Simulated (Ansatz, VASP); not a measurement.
## One calculation of C, two programs

The input INCAR:

```
SYSTEM = C
  PREC = Accurate
  ENCUT = 600
  EDIFF = 1E-6
  ISMEAR = -1
  SIGMA = 0.08
  LREAL = .False.
  LASPH = .True.
  NELM = 100
  ALGO = Normal
  ISIF = 3
  LWAVE = .False.
  LCHARG = .False.
  IBRION = 2
  NSW = 100
  EDIFFG = -0.002
```

Contents of KPOINTS:

```
regular mesh
0
Gamma
  22 22 22
  0 0 0
```

File POSCAR:

```
C
1.0
    1.2280287114      0.7090027071      3.3470114498
   -1.2280287114      0.7090027071      3.3470114498
    0.0000000000     -1.4180054142      3.3470114498
C
2
Direct
    0.8360000000      0.8360000000      0.8360000000
    0.1640000000      0.1640000000      0.1640000000
```

Input for Ansatz:

```yaml
crystal:
  lattice:
    - [1.2280287114, 0.7090027071, 3.3470114498]
    - [-1.2280287114, 0.7090027071, 3.3470114498]
    - [0.0, -1.4180054142, 3.3470114498]
  atoms:
    - { symbol: C, position: [0.836, 0.836, 0.836] }
    - { symbol: C, position: [0.164, 0.164, 0.164] }
kpoints:
  mp_grid: { grid: [22, 22, 22] }
scf:
  occupations: { method: fermi_dirac, width: 0.08 }
hamiltonian:
  xc: lda
  pseudopotentials: { kind: paw }
relax:
  f_tol: 0.002
  max_steps: 80
  cell: {}
output:
  forces: true
  stress: true
```

Alike in both runs: task relaxation of cell and atoms; functional LDA; k mesh 22 × 22 × 22; occupations fermi-dirac, width 0.08 eV; no spin polarisation.

```csv
,VASP,Ansatz
version,VASP 6.6.1,Ansatz 0.2.0
potentials or method,"VASP PAW LDA potentials, release 64 (C)","PAW with Ansatz's default frozen-core files, scalar-relativistic"
plane-wave cutoff (eV),600,420
valence electrons in the cell,8,8
```

|  | VASP | Ansatz | Ansatz less VASP |
| --- | --- | --- | --- |
| relaxed volume (Å³/atom) | 8.51 | 8.61 | +0.107 |
| relaxed cell length with the largest relative difference (Å) | 3.574 | 3.615 | +0.0405 |

LDA's correlation is that of Perdew and Zunger in VASP and of Perdew and Wang (1992) in Ansatz.
